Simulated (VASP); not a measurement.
# TaN (P-62m) in VASP: single point with PBE+D3(BJ)

Aim: the single point of TaN with PBE+D3(BJ).

Everything below comes from runs of VASP 6.6.1. Logs are shortened: lines on timing, memory, paths and dates and some standing lists are left out, and cuts for length are marked.

**1. The cell of the first run**

It takes space group P-62m (No. 189, hexagonal). The conventional cell has a = 5.188 Å, b = 5.188 Å, c = 2.905 Å, α = 90.00°, β = 90.00°, γ = 120.00°. Ta (site symmetry -6) has 6 N at 2.16 Å within 2.9 Å. Ta (site symmetry -62m) has 3 N at 2.04 Å within 2.7 Å. N (site symmetry m2m) has 5 Ta at 2.04 to 2.16 Å within 2.7 Å.

**2. Single point, PBE+D3(BJ)**

INCAR

```
ALGO     = Normal         # electronic algorithm
EDIFF    = 1E-7           # SCF threshold, eV
ENCUT    = 520            # plane-wave cutoff, eV
GGA      = PE             # functional
ISIF     = 2              # what is computed and relaxed
ISMEAR   = 0              # smearing method
IVDW     = 12             # dispersion correction
LASPH    = True           # aspherical terms in the spheres
LCHARG   = True           # write CHGCAR
LELF     = True           # ELF
LREAL    = False          # projectors in reciprocal space
LVHAR    = True         
LWAVE    = False          # write WAVECAR
NBANDS   = 33             # bands
NELM     = 60             # most SCF steps
PREC     = Accurate       # precision mode
SIGMA    = 0.1            # smearing width, eV
```

KPOINTS

```
k-points
0
Gamma
  12 12 12
```

POSCAR

```
TaN
1.0
    5.1879833324      0.0000000000      0.0000000000
   -2.5939916662      4.4929253602      0.0000000000
    0.0000000000      0.0000000000      2.9051618433
Ta N
3 3
Direct
    0.3333333333      0.6666666667      0.5000000000
    0.6666666667      0.3333333333      0.5000000000
    0.0000000000      0.0000000000      0.0000000000
    0.3934071343      0.0000000000      0.0000000000
    0.6065928657      0.6065928657      0.0000000000
    0.0000000000      0.3934071343      0.0000000000
```

Potentials or basis: VASP PAW PBE potentials, release 64 (Ta_pv, N).

On the command line:

```console
$ cat potpaw_PBE.64/Ta_pv/POTCAR potpaw_PBE.64/N/POTCAR > POTCAR
$ mpirun -np 1 vasp_std > vasp.out
```

OUTCAR:

```text
EDIFF = 1E-7
   ENCUT = 520
   GGA = PE
   ISIF = 2
   ISMEAR = 0
   IVDW = 12
   LASPH = True
   LREAL = False
   NELM = 60
   PREC = Accurate
 IVDW          = 12

 ion  position               nearest neighbor table
   1  0.333  0.667  0.500-   4 2.16   4 2.16   6 2.16   6 2.16   5 2.16   5 2.16   2 3.00   2 3.00
                             2 3.00   3 3.33   3 3.33   3 3.33   3 3.33   3 3.33   3 3.33
   2  0.667  0.333  0.500-   6 2.16   6 2.16   4 2.16   4 2.16   5 2.16   5 2.16   1 3.00   1 3.00
                             1 3.00   3 3.33   3 3.33   3 3.33   3 3.33   3 3.33   3 3.33
   3  0.000  0.000  0.000-   5 2.04   6 2.04   4 2.04   2 3.33   1 3.33   1 3.33   2 3.33   1 3.33
                             1 3.33   2 3.33   2 3.33   2 3.33   2 3.33   1 3.33   1 3.33
   4  0.393  0.000  0.000-   3 2.04   1 2.16   1 2.16   2 2.16   2 2.16
   5  0.607  0.607  0.000-   3 2.04   2 2.16   2 2.16   1 2.16   1 2.16
   6  0.000  0.393  0.000-   3 2.04   2 2.16   2 2.16   1 2.16   1 2.16

  LATTYP: Found a hexagonal cell.
 ALAT       =     5.1879833324
 C/A-ratio  =     0.5599790241

  Lattice vectors:

 A1 = (   5.1879833324,   0.0000000000,   0.0000000000)
 A2 = (  -2.5939916662,   4.4929253602,   0.0000000000)
 A3 = (   0.0000000000,   0.0000000000,   2.9051618433)

Analysis of symmetry for initial positions (statically):
=====================================================================
 Subroutine PRICEL returns:
 Original cell was already a primitive cell.

 Routine SETGRP: Setting up the symmetry group for a
 hexagonal supercell.

 Subroutine GETGRP returns: Found 12 space group operations
 (whereof 12 operations were pure point group operations)
 out of a pool of 24 trial point group operations.

The static configuration has the point symmetry D_3h.

Analysis of symmetry for dynamics (positions and initial velocities):
=====================================================================
 Subroutine PRICEL returns:
 Original cell was already a primitive cell.

 Routine SETGRP: Setting up the symmetry group for a
 hexagonal supercell.

 Subroutine GETGRP returns: Found 12 space group operations
 (whereof 12 operations were pure point group operations)
 out of a pool of 24 trial point group operations.

The dynamic configuration has the point symmetry D_3h.

 Subroutine INISYM returns: Found 12 space group operations
[... 106 lines left out ...]
   LREAL  =      F    real-space projection
   EDIFFG = 0.1E-05   stopping-criterion for IOM
   NSW    =      0    number of steps for IOM
   IBRION =     -1    ionic relax: 0-MD 1-quasi-New 2-CG
   NFREE  =      0    steps in history (QN), initial steepest desc. (CG)
   ISIF   =      2    stress and relaxation
   ISYM   =      2    0-nonsym 1-usesym 2-fastsym
   POTIM  = 0.5000    time-step for ionic-motion
   TEBEG  =    0.0;   TEEND  =   0.0 temperature during run
   PSTRESS=    0.0 pullay stress
   NELECT =      48.0000    total number of electrons
   NUPDOWN=      -1.0000    fix difference up-down
   EMIN   =  10.00;   EMAX   =-10.00  energy-range for DOS
   EFERMI =   0.00;   METHOD = LEGACY
   ISMEAR =     0;   SIGMA  =   0.10  broadening in eV -4-tet -1-fermi 0-gaus
   EFERMI_NEDOS =   21; number of points for ismear=-14 and -15
   IALGO  =     38    algorithm
   IMIX   =      4    mixing-type and parameters
     AMIX     =   0.40;   BMIX     =  1.00
     AMIX_MAG =   1.60;   BMIX_MAG =  1.00
  volume/ion in A,a.u.               =      11.29        76.16
  Fermi-wavevector in a.u.,A,eV,Ry     =   1.459674  2.758384 28.989229  2.130648
  Thomas-Fermi vector in A             =   2.576213
   LORBIT       =      0    0 simple, 1 ext, 2 COOP (PROOUT), +10 PAW based schemes
   GGA     = PE    functional components
   LHFCALC =     F    Hartree Fock is set to
   AEXX    =    0.0000 exact exchange contribution
   IVDW    =    12    specifies the selected vdW correction
   LEPSILON=     F    determine dielectric tensor
   LRPA    =     F    only Hartree local field effects (RPA)
 non-spin polarized calculation
 Gauss-broadening in eV      SIGMA  =   0.10
  energy-cutoff  :      520.00
  volume of cell :       67.72
 maximum number of plane-waves:      1858
 NGX is ok and might be reduce to    40
   NGX = 19   NGY = 19   NGZ = 11

 number of electron      48.0000001 magnetization

 Free energy of the ion-electron system (eV)
  ---------------------------------------------------
  ext. energy  EPLUGINS =         0.00000000
  ---------------------------------------------------
  free energy    TOTEN  =       -67.46367628 eV

  energy without entropy =      -67.46142038  energy(sigma->0) =      -67.46254833

 E-fermi :   8.4732     XC(G=0): -13.0329

 val. band max:        8.4607319094   @ k =   0.2500   0.0000   0.1667
 cond. band min:       8.4940048595   @ k =   0.1667  -0.0000   0.0000
 fundamental gap:      0.0332729501
 Fermi energy:         8.4731819905

 k-point     1 :       0.0000    0.0000    0.0000
  band No.  band energies     occupation
      1     -27.8516      2.00000
      2     -27.8516      2.00000
      3     -27.4936      2.00000
      4     -27.4936      2.00000
      5     -27.3116      2.00000
      6     -27.2025      2.00000
[... 853 lines left out ...]
     32      12.0857      0.00000
     33      12.2996      0.00000

 [... further k-points ...]

------------------------ aborting loop because EDIFF is reached ----------------------------------------

 Edisp (eV)   -2.66421

 E8    (eV) :    -1.2313

  FORCE on cell =-STRESS in cart. coord.  units (eV):
  Direction    XX          YY          ZZ          XY          YZ          ZX
  --------------------------------------------------------------------------------------
  -------------------------------------------------------------------------------------
  Total       0.33275     0.33275     0.28229     0.00000     0.00000     0.00000
  in kB       7.87276     7.87276     6.67901     0.00000     0.00000     0.00000
  external pressure =        7.47 kB  Pullay stress =        0.00 kB

 VOLUME and BASIS-vectors are now :
 -----------------------------------------------------------------------------
  energy-cutoff  :      520.00
  volume of cell :       67.72
      direct lattice vectors                 reciprocal lattice vectors
     5.187983332  0.000000000  0.000000000     0.192753125  0.111286069  0.000000000
    -2.593991666  4.492925360  0.000000000     0.000000000  0.222572137  0.000000000
     0.000000000  0.000000000  2.905161843     0.000000000  0.000000000  0.344214902

 POSITION                                       TOTAL-FORCE (eV/Angst)
 -----------------------------------------------------------------------------------
     -0.00000      2.99528      1.45258         0.000000     -0.000000     -0.000000
      2.59399      1.49764      1.45258         0.000000      0.000000     -0.000000
      0.00000      0.00000      0.00000         0.000000      0.000000     -0.000000
      2.04099      0.00000      0.00000         0.004750     -0.000000      0.000000
      1.57350      2.72538      0.00000        -0.002375     -0.004113      0.000000
     -1.02049      1.76755      0.00000        -0.002375      0.004113     -0.000000
 -----------------------------------------------------------------------------------
    total drift:                               -0.000002     -0.000003      0.000000

  FREE ENERGIE OF THE ION-ELECTRON SYSTEM (eV)
  ---------------------------------------------------
  free  energy   TOTEN  =       -70.1278877418 eV

  energy  without entropy=      -70.1256318380  energy(sigma->0) =      -70.12675979
```

OSZICAR:

```text
N       E                     dE             d eps       ncg     rms          rms(c)
DAV:   1     0.446064272909E+03    0.44606E+03   -0.25998E+04  8778   0.153E+03
DAV:   2    -0.478264758263E+02   -0.49389E+03   -0.47105E+03 10069   0.449E+02
DAV:   3    -0.767692581895E+02   -0.28943E+02   -0.28485E+02 10681   0.105E+02
DAV:   4    -0.773469052578E+02   -0.57765E+00   -0.57416E+00 10980   0.147E+01
DAV:   5    -0.773601967135E+02   -0.13291E-01   -0.13274E-01 11171   0.177E+00    0.440E+01
DAV:   6    -0.676779308527E+02    0.96823E+01   -0.48302E+01 11241   0.375E+01    0.183E+01
DAV:   7    -0.675323975802E+02    0.14553E+00   -0.23486E+00 10725   0.831E+00    0.108E+01
DAV:   8    -0.674840295960E+02    0.48368E-01   -0.40510E-01 10856   0.378E+00    0.110E+00
DAV:   9    -0.674644801139E+02    0.19549E-01   -0.51304E-02 11066   0.163E+00    0.397E-01
DAV:  10    -0.674638747613E+02    0.60535E-03   -0.14660E-02 10899   0.594E-01    0.203E-01
DAV:  11    -0.674637366010E+02    0.13816E-03   -0.29133E-03 11051   0.326E-01    0.532E-02
DAV:  12    -0.674636764345E+02    0.60167E-04   -0.28855E-04 10675   0.999E-02    0.179E-02
DAV:  13    -0.674636765036E+02   -0.69158E-07   -0.24013E-05 11430   0.276E-02    0.505E-03
DAV:  14    -0.674636764495E+02    0.54100E-07   -0.11140E-06 10903   0.697E-03    0.189E-03
DAV:  15    -0.674636762741E+02    0.17538E-06   -0.10022E-07  6484   0.248E-03    0.434E-04
DAV:  16    -0.674636762811E+02   -0.70013E-08   -0.19347E-08  5636   0.894E-04
   1 F= -.70127888E+02 E0= -.70126760E+02  d E =-.225590E-02
```

Wall time 4.5 min (1 thread of Intel Xeon Platinum 8259CL at 2.50GHz (Skylake/Cascade Lake), shared host); peak memory 0.37 GiB.

What came out:

```yaml
Free_energy: -70.1279 eV
Pressure: 0.7 GPa
Largest_force: 0.005 eV/Å
Band_gap_on_the_k_mesh: zero (band 24 reaches 10.32 eV, above the bottom of band 25 at 7.14 eV)
Dispersion_energy_per_atom: -0.444 eV
```

Forces in eV/Å, atoms in the order of the input:
```
Ta   0.000  0.000  0.000
Ta   0.000  0.000  0.000
Ta   0.000  0.000  0.000
N    0.005  0.000  0.000
N   -0.002 -0.004  0.000
N   -0.002  0.004  0.000
```

Levels at points of the mesh, in eV from the Fermi level:
| k point | band 20 | band 21 | band 22 | band 23 | band 24 | band 25 | band 26 | band 27 | band 28 | band 29 |
| --- | --- | --- | --- | --- | --- | --- | --- | --- | --- | --- |
| (0.00, 0.00, 0.00) | -5.11 | -4.35 | -3.42 | -2.00 | -1.00 | -1.00 | 0.52 | 0.52 | 1.78 | 1.86 |
| (0.50, 0.00, 0.00) | -4.70 | -3.99 | -3.98 | -2.93 | -2.71 | 1.15 | 1.75 | 1.85 | 2.35 | 2.37 |
| (0.00, 0.00, 0.50) | -4.58 | -4.42 | -2.98 | -2.98 | 1.85 | 1.85 | 1.91 | 2.14 | 2.14 | 3.23 |
| (0.50, 0.00, 0.50) | -4.81 | -4.11 | -3.35 | -2.05 | -1.04 | 0.44 | 1.32 | 3.19 | 3.26 | 3.32 |

Caveat: spin-orbit coupling is left out, which moves the levels of the heavy elements; pairwise dispersion overbinds metals, which lowers pressure and volume.
